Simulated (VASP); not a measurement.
A run of VASP 6.6.1 is set up as follows.

Contents of INCAR:

```
PREC     = Accurate       # precision mode
ENCUT    = 600            # plane-wave cutoff, eV
EDIFF    = 1E-6           # SCF threshold, eV
ISMEAR   = 0              # smearing method
SIGMA    = 0.01           # smearing width, eV
LREAL    = False          # projectors in reciprocal space
LASPH    = True           # aspherical terms in the spheres
NELM     = 120            # most SCF steps
ALGO     = Normal         # electronic algorithm
ISIF     = 2              # what is computed and relaxed
LWAVE    = False          # write WAVECAR
LCHARG   = True           # write CHGCAR
GGA      = PE             # functional
LELF     = True           # ELF
LVHAR    = True         
NBANDS   = 15             # bands
GGA_COMPAT= False
```

The input KPOINTS:

```
regular mesh
0
Gamma
  6 6 6
```

File POSCAR:

```
KF
1.0
    0.0000000000      2.6357394923      2.6357394923
    2.6357394923      0.0000000000      2.6357394923
    2.6357394923      2.6357394923      0.0000000000
K F
1 1
Direct
    0.0000000000      0.0000000000      0.0000000000
    0.5000000000      0.5000000000      0.5000000000
```

Potentials or basis: VASP PAW PBE potentials, release 64 (K_sv, F).

Command:

```console
$ cat potpaw_PBE.64/K_sv/POTCAR potpaw_PBE.64/F/POTCAR > POTCAR
$ mpirun -np 1 vasp_std > vasp.out
```

(1) What does it give for the pressure?

(2) What does it give for the band gap on the k mesh?

## Answers

(1) 3.0 GPa.

(2) 6.39 eV.

Caveat: the cell stands under pressure.
